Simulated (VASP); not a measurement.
Here is a VASP 6.6.1 calculation.

INCAR

```
PREC = Accurate
ENCUT = 520
EDIFF = 1E-6
ISMEAR = 0
SIGMA = 0.1
LREAL = False
LASPH = True
NELM = 100
ALGO = Normal
ISIF = 2
LWAVE = False
LCHARG = False
GGA = PE
NBANDS = 24
```

File KPOINTS:

```
regular mesh
0
Gamma
  18 18 6
```

POSCAR

```
MgZr2N
1.0
    3.2533591914      0.0000000000      0.0000000000
   -1.6266795957      2.8174917074      0.0000000000
    0.0000000000      0.0000000000      7.8473588000
Mg Zr N
1 2 1
Direct
    0.0000000000      0.0000000000      0.5000000000
    0.3333333333      0.6666666667      0.1602490000
    0.6666666667      0.3333333333      0.8397510000
    0.0000000000      0.0000000000      0.0000000000
```

Potentials or basis: VASP PAW PBE potentials, release 64 (Mg, Zr_sv, N).

Launch:

```console
$ cat potpaw_PBE.64/Mg/POTCAR potpaw_PBE.64/Zr_sv/POTCAR potpaw_PBE.64/N/POTCAR > POTCAR
$ mpirun -np 1 vasp_std > vasp.out
```

Predict the band gap on the k mesh.

zero (an odd number of electrons rules out a gap without spin polarisation).

Estimate the largest force.

0.030 eV/Å.

Predict the pressure.

0.0 GPa.

Forces on the atoms (eV/Å):
```
Mg   0.000  0.000  0.000
Zr   0.000  0.000  0.030
Zr   0.000  0.000 -0.030
N    0.000  0.000  0.000
```
